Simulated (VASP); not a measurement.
Here is a VASP 6.6.1 calculation.

File POSCAR:

```
W
1.0
   -1.5823450000      1.5823450000      1.5823450000
    1.5823450000     -1.5823450000      1.5823450000
    1.5823450000      1.5823450000     -1.5823450000
W
1
Direct
    0.0000000000      0.0000000000      0.0000000000
```

INCAR.step1

```
SYSTEM = W
PREC     = Accurate       ! precision mode
ENCUT    = 520            ! plane-wave cutoff, eV
ISMEAR   = 1              ! smearing method
SIGMA    = 0.15           ! smearing width, eV
LREAL    = .FALSE.        ! projectors in reciprocal space
LASPH    = .TRUE.         ! aspherical terms in the spheres
NELM     = 60             ! most SCF steps
NBANDS   = 13             ! bands
GGA      = PE             ! functional
ALGO     = Normal         ! electronic algorithm
EDIFF    = 1E-4           ! SCF threshold, eV
LWAVE    = .TRUE.         ! write WAVECAR
LCHARG   = .FALSE.        ! write CHGCAR
```

INCAR.step2

```
SYSTEM = W
PREC     = Accurate       ! precision mode
ENCUT    = 520            ! plane-wave cutoff, eV
EDIFF    = 1E-7           ! SCF threshold, eV
ISMEAR   = 1              ! smearing method
SIGMA    = 0.15           ! smearing width, eV
LREAL    = .FALSE.        ! projectors in reciprocal space
LASPH    = .TRUE.         ! aspherical terms in the spheres
NELM     = 60             ! most SCF steps
ALGO     = Normal         ! electronic algorithm
ISIF     = 2              ! what is computed and relaxed
LWAVE    = .FALSE.        ! write WAVECAR
LCHARG   = .TRUE.         ! write CHGCAR
METAGGA  = R2SCAN         ! meta-GGA
LMIXTAU  = .TRUE.       
LELF     = .TRUE.         ! ELF
LVHAR    = .TRUE.       
NBANDS   = 13             ! bands
ISTART   = 1
```

File KPOINTS:

```
regular mesh
0
G
  13 13 13
  0 0 0
```

Potentials or basis: VASP PAW PBE potentials, release 64 (W_sv).

The run is started by

```console
$ cat potpaw_PBE.64/W_sv/POTCAR > POTCAR
$ cp INCAR.step1 INCAR
$ mpirun -np 1 vasp_std > vasp.out
$ cp INCAR.step2 INCAR
$ mpirun -np 1 vasp_std > vasp.out
```

Estimate the pressure.

2.1 GPa.

Estimate the band gap on the k mesh.

zero (band 7 reaches 15.95 eV, above the bottom of band 8 at 10.01 eV).

Caveat: the PAW data sets were made with another functional, which shifts forces and pressure a little; spin-orbit coupling is left out, which moves the levels of the heavy elements.
